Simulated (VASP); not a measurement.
Wanted: the native input for a VASP 6.6.1 run.

```
Task                   : single point
Functional             : LDA
Potentials or basis    : VASP PAW LDA potentials, release 64 (Ti_sv)
Cutoff                 : 520 eV
k mesh                 : 20 × 20 × 20
Occupations            : gaussian, width 0.15 eV
Spin                   : no spin polarisation
Dipole correction      : no
Further INCAR settings : ALGO = Normal; EDIFF = 1e-06; NBANDS = 12
```

The structure of Ti lies in POSCAR:

```
Ti
1.0
   -1.6163850000      1.6163850000      1.5917700000
    1.6163850000     -1.6163850000      1.5917700000
    1.6163850000      1.6163850000     -1.5917700000
Ti
1
Direct
    0.0000000000      0.0000000000      0.0000000000
```

This cell differs from its parent crystal: strain -0.015 along x and y, -0.030 along z.

The input as run:

INCAR

```
SYSTEM = Ti
ALGO = Normal
EDIFF = 1E-6
ENCUT = 520
GGA = CA
ISIF = 2
ISMEAR = 0
LASPH = .True.
LCHARG = .True.
LELF = .True.
LREAL = .False.
LVHAR = .True.
LWAVE = .False.
NBANDS = 12
NELM = 100
PREC = Accurate
SIGMA = 0.15
```

KPOINTS

```
k-points
0
Gamma
  20 20 20
  0 0 0
```

Potentials or basis: VASP PAW LDA potentials, release 64 (Ti_sv).

Command:

```bash
$ cat potpaw_LDA.64/Ti_sv/POTCAR > POTCAR
$ mpirun -np 1 vasp_std > vasp.out
```

It gave:

```
Pressure               : -5.3 GPa
Band gap on the k mesh : zero (band 6 reaches 9.28 eV, above the bottom of band 7 at 7.61 eV)
```

Caveat: the cell differs from its parent crystal (strain -0.015 along x and y, -0.030 along z).

Wall time 2 min on 1 thread of Intel(R) Xeon(R) Platinum 8259CL CPU @ 2.50GHz (Skylake/Cascade Lake), on a shared host, peak memory 0.23 GiB.
